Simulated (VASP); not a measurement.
# RbBr (F-43m) in VASP: notebook

RbBr is run at these levels: PBEsol; tasks: single point.

Program: VASP 6.6.1. These are calculated values, not measurements. Logs are shortened: lines on timing, memory, paths and dates and some standing lists are left out, and cuts for length are marked.

### Step 1. The cell of the first run

The structure is cubic, space group F-43m (No. 216). The conventional cell has a = 7.739 Å, b = 7.739 Å, c = 7.739 Å, α = 90.00°, β = 90.00°, γ = 90.00°. Within 4.4 Å of Rb (site symmetry -43m) lie 4 Br at 3.35 Å. Br (site symmetry -43m) has 4 Rb at 3.35 Å within 4.4 Å.

### Step 2. Single point, PBEsol

Input file INCAR:

```
SYSTEM = RbBr
  PREC = Accurate
  ENCUT = 500
  EDIFF = 1E-6
  ISMEAR = -1
  SIGMA = 0.5
  LREAL = .FALSE.
  LASPH = .TRUE.
  NELM = 120
  ALGO = Normal
  ISIF = 2
  LWAVE = .FALSE.
  LCHARG = .FALSE.
  GGA = PS
  NBANDS = 15
  GGA_COMPAT = .FALSE.
```

Input file KPOINTS:

```
Automatic mesh
0
G
  4 4 4
  0 0 0
```

Input file POSCAR:

```
RbBr
1.0
    0.0000000000      3.8694968646      3.8694968646
    3.8694968646      0.0000000000      3.8694968646
    3.8694968646      3.8694968646      0.0000000000
Rb Br
1 1
Direct
    0.0000000000      0.0000000000      0.0000000000
    0.2500000000      0.2500000000      0.2500000000
```

Potentials or basis: VASP PAW PBE potentials, release 64 (Rb_sv, Br).

The run is started by

```bash
$ cat potpaw_PBE.64/Rb_sv/POTCAR potpaw_PBE.64/Br/POTCAR > POTCAR
$ mpirun -np 1 vasp_std > vasp.out
```

OUTCAR:

```text
SYSTEM = RbBr
   PREC = Accurate
   ENCUT = 500
   EDIFF = 1E-6
   ISMEAR = -1
   LREAL = .FALSE.
   LASPH = .TRUE.
   NELM = 120
   ISIF = 2
   GGA = PS

 ion  position               nearest neighbor table
   1  0.000  0.000  0.000-   2 3.35   2 3.35   2 3.35   2 3.35
   2  0.250  0.250  0.250-   1 3.35   1 3.35   1 3.35   1 3.35

  LATTYP: Found a face centered cubic cell.
 ALAT       =     7.7389937292

  Lattice vectors:

 A1 = (   0.0000000000,   3.8694968646,   3.8694968646)
 A2 = (   3.8694968646,   0.0000000000,   3.8694968646)
 A3 = (   3.8694968646,   3.8694968646,   0.0000000000)

Analysis of symmetry for initial positions (statically):
=====================================================================
 Subroutine PRICEL returns:
 Original cell was already a primitive cell.

 Routine SETGRP: Setting up the symmetry group for a
 face centered cubic supercell.

 Subroutine GETGRP returns: Found 24 space group operations
 (whereof 24 operations were pure point group operations)
 out of a pool of 48 trial point group operations.

The static configuration has the point symmetry T_d .

Analysis of symmetry for dynamics (positions and initial velocities):
=====================================================================
 Subroutine PRICEL returns:
 Original cell was already a primitive cell.

 Routine SETGRP: Setting up the symmetry group for a
 face centered cubic supercell.

 Subroutine GETGRP returns: Found 24 space group operations
 (whereof 24 operations were pure point group operations)
 out of a pool of 48 trial point group operations.

The dynamic configuration has the point symmetry T_d .

 Subroutine INISYM returns: Found 24 space group operations
 (whereof 24 operations are pure point group operations),
 and found     1 'primitive' translations

----------------------------------------------------------------------------------------

                                     Primitive cell

  volume of cell :     115.8760

  direct lattice vectors                    reciprocal lattice vectors
     0.000000000  3.869496865  3.869496865    -0.129215766  0.129215766  0.129215766
     3.869496865  0.000000000  3.869496865     0.129215766 -0.129215766  0.129215766
     3.869496865  3.869496865  0.000000000     0.129215766  0.129215766 -0.129215766

  length of vectors
     5.472294945  5.472294945  5.472294945     0.223808271  0.223808271  0.223808271

[... 70 lines left out ...]
   ISYM   =      2    0-nonsym 1-usesym 2-fastsym
   POTIM  = 0.5000    time-step for ionic-motion
   TEBEG  =    0.0;   TEEND  =   0.0 temperature during run
   PSTRESS=    0.0 pullay stress
   NELECT =      16.0000    total number of electrons
   NUPDOWN=      -1.0000    fix difference up-down
   EMIN   =  10.00;   EMAX   =-10.00  energy-range for DOS
   EFERMI =   0.00;   METHOD = LEGACY
   ISMEAR =    -1;   SIGMA  =   0.50  broadening in eV -4-tet -1-fermi 0-gaus
   EFERMI_NEDOS =   21; number of points for ismear=-14 and -15
   IALGO  =     38    algorithm
   IMIX   =      4    mixing-type and parameters
     AMIX     =   0.40;   BMIX     =  1.00
     AMIX_MAG =   1.60;   BMIX_MAG =  1.00
  volume/ion in A,a.u.               =      57.94       390.98
  Fermi-wavevector in a.u.,A,eV,Ry     =   0.846156  1.599003  9.741494  0.715980
  Thomas-Fermi vector in A             =   1.961458
   LORBIT       =      0    0 simple, 1 ext, 2 COOP (PROOUT), +10 PAW based schemes
   GGA     = PS    functional components
   LHFCALC =     F    Hartree Fock is set to
   AEXX    =    0.0000 exact exchange contribution
   IVDW    =     0    specifies the selected vdW correction
   LEPSILON=     F    determine dielectric tensor
   LRPA    =     F    only Hartree local field effects (RPA)
 non-spin polarized calculation
  energy-cutoff  :      500.00
  volume of cell :      115.88
 maximum number of plane-waves:      2954
   NGX = 19   NGY = 19   NGZ = 19

 number of electron      15.9999998 magnetization

 Free energy of the ion-electron system (eV)
  ---------------------------------------------------
  ext. energy  EPLUGINS =         0.00000000
  ---------------------------------------------------
  free energy    TOTEN  =        -6.14017096 eV

  energy without entropy =       -6.05645806  energy(sigma->0) =       -6.09831451

 E-fermi :  -0.2218     XC(G=0):  -5.7722

 val. band max:       -3.1618838499   @ k =   0.5000   0.5000   0.0000
 cond. band min:       0.9568034856   @ k =   0.0000   0.0000   0.0000
 fundamental gap:      4.1186873355
 Fermi energy:        -0.2217528039

 k-point     1 :       0.0000    0.0000    0.0000
  band No.  band energies     occupation
      1     -27.6922      2.00000
      2     -15.0432      2.00000
      3     -11.8101      2.00000
      4     -11.8101      2.00000
      5     -11.8101      2.00000
      6      -3.2527      1.99535
      7      -3.2527      1.99535
      8      -3.2527      1.99535
      9       0.9568      0.17300
     10       5.0011      0.00006
     11       5.0011      0.00006
     12       5.9913      0.00001
     13       5.9913      0.00001
     14       5.9913      0.00001
[... 113 lines left out ...]
      2     -15.1009      2.00000
      3     -11.8516      2.00000
      4     -11.8405      2.00000
      5     -11.7080      2.00000
      6      -3.4216      1.99668
      7      -3.3033      1.99580
      8      -3.1629      1.99444
      9       2.9663      0.00340
     10       3.5896      0.00098
     11       5.2240      0.00004
     12       5.3804      0.00003
     13       5.6305      0.00002
     14       5.8762      0.00001
     15       6.8694      0.00000

------------------------ aborting loop because EDIFF is reached ----------------------------------------

  FORCE on cell =-STRESS in cart. coord.  units (eV):
  Direction    XX          YY          ZZ          XY          YZ          ZX
  --------------------------------------------------------------------------------------
  -------------------------------------------------------------------------------------
  Total       -0.1846280     -0.1846280     -0.1846280     -0.0000000      0.0000000     -0.0000000
  in kB       -2.5527879     -2.5527879     -2.5527879     -0.0000000      0.0000000     -0.0000000
  external PRESSURE =      -2.5527879 kB  Pullay stress =       0.0000000 kB

 VOLUME and BASIS-vectors are now :
 -----------------------------------------------------------------------------
  energy-cutoff  :      500.00
  volume of cell :      115.88
      direct lattice vectors                 reciprocal lattice vectors
     0.000000000  3.869496865  3.869496865    -0.129215766  0.129215766  0.129215766
     3.869496865  0.000000000  3.869496865     0.129215766 -0.129215766  0.129215766
     3.869496865  3.869496865  0.000000000     0.129215766  0.129215766 -0.129215766

 POSITION                                       TOTAL-FORCE (eV/Angst)
 -----------------------------------------------------------------------------------
      0.00000      0.00000      0.00000         0.000000      0.000000      0.000000
      1.93475      1.93475      1.93475        -0.000000     -0.000000     -0.000000
 -----------------------------------------------------------------------------------
    total drift:                               -0.000000     -0.000000     -0.000000

  FREE ENERGIE OF THE ION-ELECTRON SYSTEM (eV)
  ---------------------------------------------------
  free  energy   TOTEN  =        -6.1401709625 eV

  energy  without entropy=       -6.0564580602  energy(sigma->0) =       -6.09831451
```

Wall time 34 s (1 thread of Intel Xeon 8259CL, shared host); peak memory 0.23 GiB.

Results:

- Free energy: -6.1402 eV
- Pressure: -0.3 GPa
- Band gap on the k mesh: 4.12 eV, indirect (least direct gap 4.21 eV)

Levels at points of the mesh, in eV from the valence-band top:
```csv
k point,band 6,band 7,band 8,band 9,band 10,band 11
"(0.00, 0.00, 0.00)",-0.09,-0.09,-0.09,4.12,8.16,8.16
"(0.50, 0.00, 0.00)",-0.30,-0.04,-0.04,6.30,6.56,7.83
"(0.50, 0.50, 0.00)",-0.40,0.00,0.00,6.00,6.76,8.45
```

Caveat: the PAW data sets were made with another functional, which shifts forces and pressure a little. A k mesh can miss the band edges.

### Step 3. Single point, PBEsol

Input file INCAR:

```
SYSTEM = RbBr
PREC = Accurate
ENCUT = 500
EDIFF = 1E-6
ISMEAR = 0
SIGMA = 0.01
LREAL = .FALSE.
LASPH = .TRUE.
NELM = 120
ALGO = Normal
ISIF = 2
LWAVE = .FALSE.
LCHARG = .FALSE.
GGA = PS
ISYM = 0
NBANDS = 15
GGA_COMPAT = .FALSE.
```

Input file KPOINTS:

```
Automatic mesh
0
Gamma
  4 4 4
  0 0 0.5
```

POSCAR is that of step 2.

Potentials or basis: VASP PAW PBE potentials, release 64 (Rb_sv, Br).

The run is started by

```bash
$ cat potpaw_PBE.64/Rb_sv/POTCAR potpaw_PBE.64/Br/POTCAR > POTCAR
$ mpirun -np 1 vasp_std > vasp.out
```

Run time: 5.2 min. Hardware: 1 thread of Intel Xeon 8259CL, shared host; peak memory 0.39 GiB.

The run converged. Its results:

```
Free energy            : -6.1269 eV
Pressure               : -0.3 GPa
Band gap on the k mesh : 4.35 eV, indirect (least direct gap 4.43 eV)
```

Levels at points of the mesh, in eV from the valence-band top:
| k point | band 4 | band 5 | band 6 | band 7 | band 8 | band 9 | band 10 | band 11 | band 12 | band 13 |
| --- | --- | --- | --- | --- | --- | --- | --- | --- | --- | --- |
| (0.00, 0.00, 0.12) | -8.67 | -8.66 | -0.13 | -0.08 | -0.08 | 4.35 | 7.98 | 7.98 | 8.96 | 9.47 |

Caveat: the PAW data sets were made with another functional, which shifts forces and pressure a little.

### Step 4. Single point, PBEsol

Input file INCAR:

```
  PREC = Accurate
  ENCUT = 500
  EDIFF = 1E-6
  ISMEAR = 0
  SIGMA = 0.01
  LREAL = False
  LASPH = True
  NELM = 120
  ALGO = Normal
  ISIF = 2
  LWAVE = False
  LCHARG = False
  GGA = PS
  ISYM = 0
  NBANDS = 15
  GGA_COMPAT = False
```

Input file KPOINTS:

```
Automatic mesh
0
Gamma
  4 4 4
```

POSCAR is that of step 3.

Potentials or basis: VASP PAW PBE potentials, release 64 (Rb_sv, Br).

The run is started by

```bash
$ cat potpaw_PBE.64/Rb_sv/POTCAR potpaw_PBE.64/Br/POTCAR > POTCAR
$ mpirun -np 1 vasp_std > vasp.out
```

OUTCAR:

```text
PREC = Accurate
   ENCUT = 500
   EDIFF = 1E-6
   ISMEAR = 0
   LREAL = False
   LASPH = True
   NELM = 120
   ISIF = 2
   GGA = PS
   ISYM = 0

 ion  position               nearest neighbor table
   1  0.000  0.000  0.000-   2 3.35   2 3.35   2 3.35   2 3.35
   2  0.250  0.250  0.250-   1 3.35   1 3.35   1 3.35   1 3.35

IMPORTANT INFORMATION: All symmetrisations will be switched off!
NOSYMM: (Re-)initialisation of all symmetry stuff for point group C_1.

----------------------------------------------------------------------------------------

                                     Primitive cell

  volume of cell :     115.8760

  direct lattice vectors                    reciprocal lattice vectors
     0.000000000  3.869496865  3.869496865    -0.129215766  0.129215766  0.129215766
     3.869496865  0.000000000  3.869496865     0.129215766 -0.129215766  0.129215766
     3.869496865  3.869496865  0.000000000     0.129215766  0.129215766 -0.129215766

  length of vectors
     5.472294945  5.472294945  5.472294945     0.223808271  0.223808271  0.223808271

  position of ions in fractional coordinates (direct lattice)
     0.000000000  0.000000000  0.000000000
     0.250000000  0.250000000  0.250000000

  ion indices of the primitive-cell ions
   primitive index   ion index
                 1           1
                 2           2

----------------------------------------------------------------------------------------

 KPOINTS: Automatic mesh

Automatic generation of k-mesh.
 Grid dimensions read from file:
 generate k-points for:    4    4    4

 Generating k-lattice:

  Cartesian coordinates                     Fractional coordinates (reciprocal lattice)
    -0.032303941  0.032303941  0.032303941     0.250000000  0.000000000  0.000000000
     0.032303941 -0.032303941  0.032303941     0.000000000  0.250000000  0.000000000
     0.032303941  0.032303941 -0.032303941     0.000000000  0.000000000  0.250000000

  Length of vectors
     0.055952068  0.055952068  0.055952068

  Shift w.r.t. Gamma in fractional coordinates (k-lattice)
[... 76 lines left out ...]
   LORBIT       =      0    0 simple, 1 ext, 2 COOP (PROOUT), +10 PAW based schemes
   GGA     = PS    functional components
   LHFCALC =     F    Hartree Fock is set to
   AEXX    =    0.0000 exact exchange contribution
   IVDW    =     0    specifies the selected vdW correction
   LEPSILON=     F    determine dielectric tensor
   LRPA    =     F    only Hartree local field effects (RPA)
 non-spin polarized calculation
 Gauss-broadening in eV      SIGMA  =   0.01
  energy-cutoff  :      500.00
  volume of cell :      115.88
 maximum number of plane-waves:      2954
   NGX = 19   NGY = 19   NGZ = 19

 number of electron      15.9999998 magnetization

 Free energy of the ion-electron system (eV)
  ---------------------------------------------------
  ext. energy  EPLUGINS =         0.00000000
  ---------------------------------------------------
  free energy    TOTEN  =        -6.12683808 eV

  energy without entropy =       -6.12683808  energy(sigma->0) =       -6.12683808

 E-fermi :  -3.0520     XC(G=0):  -5.7536

 val. band max:       -3.1381495901   @ k =   0.5000   0.5000   0.0000
 cond. band min:       0.9785911815   @ k =   0.0000   0.0000   0.0000
 fundamental gap:      4.1167407715
 Fermi energy:        -3.0520231602

 k-point     1 :       0.0000    0.0000    0.0000
  band No.  band energies     occupation
      1     -27.6927      2.00000
      2     -15.0135      2.00000
      3     -11.8102      2.00000
      4     -11.8102      2.00000
      5     -11.8102      2.00000
      6      -3.2291      2.00000
      7      -3.2291      2.00000
      8      -3.2291      2.00000
      9       0.9786      0.00000
     10       5.0072      0.00000
     11       5.0072      0.00000
     12       6.0038      0.00000
     13       6.0038      0.00000
     14       6.0038      0.00000
[... 401 lines left out ...]
      2     -15.0650      2.00000
      3     -11.8448      2.00000
      4     -11.8314      2.00000
      5     -11.7269      2.00000
      6      -3.4369      2.00000
      7      -3.2145      2.00000
      8      -3.1601      2.00000
      9       3.0146      0.00000
     10       3.5828      0.00000
     11       4.5426      0.00000
     12       5.1451      0.00000
     13       6.2892      0.00000
     14       6.3547      0.00000
     15       6.5764      0.00000

 [... further k-points ...]
[... 5 lines left out ...]
  --------------------------------------------------------------------------------------
  -------------------------------------------------------------------------------------
  Total       -0.2122535     -0.2122534     -0.2122618      0.0000011      0.0000036      0.0000005
  in kB       -2.9347561     -2.9347541     -2.9348711      0.0000151      0.0000503      0.0000065
  external PRESSURE =      -2.9347938 kB  Pullay stress =       0.0000000 kB

 VOLUME and BASIS-vectors are now :
 -----------------------------------------------------------------------------
  energy-cutoff  :      500.00
  volume of cell :      115.88
      direct lattice vectors                 reciprocal lattice vectors
     0.000000000  3.869496865  3.869496865    -0.129215766  0.129215766  0.129215766
     3.869496865  0.000000000  3.869496865     0.129215766 -0.129215766  0.129215766
     3.869496865  3.869496865  0.000000000     0.129215766  0.129215766 -0.129215766

 POSITION                                       TOTAL-FORCE (eV/Angst)
 -----------------------------------------------------------------------------------
      0.00000      0.00000      0.00000         0.000000      0.000001      0.000000
      1.93475      1.93475      1.93475        -0.000000     -0.000001     -0.000000
 -----------------------------------------------------------------------------------
    total drift:                               -0.000001     -0.000001      0.000001

  FREE ENERGIE OF THE ION-ELECTRON SYSTEM (eV)
  ---------------------------------------------------
  free  energy   TOTEN  =        -6.1268380822 eV

  energy  without entropy=       -6.1268380822  energy(sigma->0) =       -6.12683808
```

stdout:

```text
POSCAR found type information on POSCAR RbBr
 POSCAR found :  2 types and       2 ions
 scaLAPACK will be used
 -----------------------------------------------------------------------------
|                                                                             |
|                                                                             |
|     You enforced a specific xc type in the INCAR file but a different       |
|     I HOPE YOU KNOW WHAT YOU ARE DOING!                                     |
|                                                                             |
 -----------------------------------------------------------------------------

 LDA part: xc-table for (Slater+PW92), standard interpolation
 POSCAR, INCAR and KPOINTS ok, starting setup
 FFT: planning ... GRIDC
 FFT: planning ... GRID_SOFT
 FFT: planning ... GRID
 WAVECAR not read
 entering main loop
```

It took 1.7 min on 1 thread of Intel Xeon 8259CL, shared host; peak memory 0.26 GiB.

What came out:

- Free energy: -6.1268 eV
- Pressure: -0.3 GPa
- Band gap on the k mesh: 4.12 eV, indirect (least direct gap 4.21 eV)

Caveat: the PAW data sets were made with another functional, which shifts forces and pressure a little. Expect the measured gap to be larger: semilocal functionals such as PBEsol lack the derivative discontinuity.

### Step 5. Summary

```tsv
k mesh	smearing	gap on the mesh (eV)	pressure (GPa)
4 × 4 × 4	fermi-dirac 0.5 eV	4.12	-0.3
4 × 4 × 4, shifted	gaussian 0.01 eV	4.35	-0.3
4 × 4 × 4	gaussian 0.01 eV	4.12	-0.3
```

Alike in all rows: task single point; level PBEsol; potentials or basis VASP PAW PBE potentials, release 64 (Rb_sv, Br); no spin polarisation; cell as given; cutoff (eV) 500.

On the cell as given the gap runs from 4.12 eV (PBEsol) to 4.35 eV (PBEsol).

Caveats: the PAW data sets were made with another functional, which shifts forces and pressure a little.

Total energies depend on the potentials used, so only differences within one code and one set of settings carry meaning.
